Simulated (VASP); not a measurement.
A run of VASP 6.6.1:

INCAR

```
SYSTEM = HfF5
ALGO = Normal
EDIFF = 1E-6
ENCUT = 520
GGA = PE
ISIF = 2
ISMEAR = 0
LASPH = .True.
LCHARG = .False.
LREAL = .False.
LWAVE = .False.
NBANDS = 32
NELM = 60
PREC = Accurate
SIGMA = 0.1
```

KPOINTS

```
k-points
0
Gamma
  6 6 4
  0 0 0
```

POSCAR

```
HfF5
1.0
    4.1608196400      0.0000000000      0.0000000000
   -2.0804098200      3.6033755100      0.0000000000
    0.0000000000      0.0000000000      5.2590871900
Hf F
1 5
Direct
    0.0000000000      0.0000000000      0.0000000000
    0.3333333300      0.6666666700      0.5000000000
    0.6666666700      0.3333333300      0.5000000000
    0.5000000000      0.0000000000      0.0000000000
    0.0000000000      0.5000000000      0.0000000000
    0.5000000000      0.5000000000      0.0000000000
```

Potentials or basis: VASP PAW PBE potentials, release 64 (Hf_pv, F).

Run with:

```bash
$ cat potpaw_PBE.64/Hf_pv/POTCAR potpaw_PBE.64/F/POTCAR > POTCAR
$ mpirun -np 1 vasp_std > vasp.out
```

Hardware: 1 thread of Intel Xeon 8259CL (shared host).

Estimate the wall time of this run.

It took 2.7 min on 1 thread of Intel Xeon 8259CL, on a shared host, peak memory 0.21 GiB. Counts: scf iterations 22, k points 21.
